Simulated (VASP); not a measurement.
InAs: single point with LDA

The system is InAs.

```xyz
2
Lattice="0.0000 3.0145 3.0145 3.0145 0.0000 3.0145 3.0145 3.0145 0.0000" Properties=species:S:1:pos:R:3 pbc="T T T"
In    0.0000    0.0000    0.0000
As    1.5073    1.5073    1.5073
```

```yaml
Program: VASP 6.6.1
Task: single point
Functional: LDA
Potentials_or_basis: VASP PAW LDA potentials, release 64 (In_d, As)
Cutoff: 520 eV
k_mesh: 6 × 6 × 6
Occupations: fermi-dirac, width 0.02 eV
Spin: no spin polarisation
```

```
Pressure               : 0.1 GPa
Band gap on the k mesh : zero (filled and empty bands touch)
```

Levels at points of the mesh, in eV from the Fermi level:
```tsv
k point	band 5	band 6	band 7	band 8	band 9	band 10	band 11	band 12	band 13	band 14
(0.00, 0.00, 0.00)	-14.27	-11.99	-0.37	-0.01	-0.01	-0.01	3.81	3.81	3.81	7.29
(0.50, 0.00, 0.00)	-14.26	-10.48	-5.90	-1.03	-1.03	0.81	4.59	4.59	6.68	8.88
(0.50, 0.50, 0.00)	-14.24	-9.92	-5.97	-2.39	-2.39	1.38	1.94	9.04	9.18	9.18
```

It took 13 s on 1 thread of Intel Xeon 8259CL, with other jobs on the host, peak memory 0.16 GiB.

Caveat: semilocal functionals underestimate gaps, so a narrow gap can read as zero; spin-orbit coupling is left out, which moves the levels of the heavy elements.
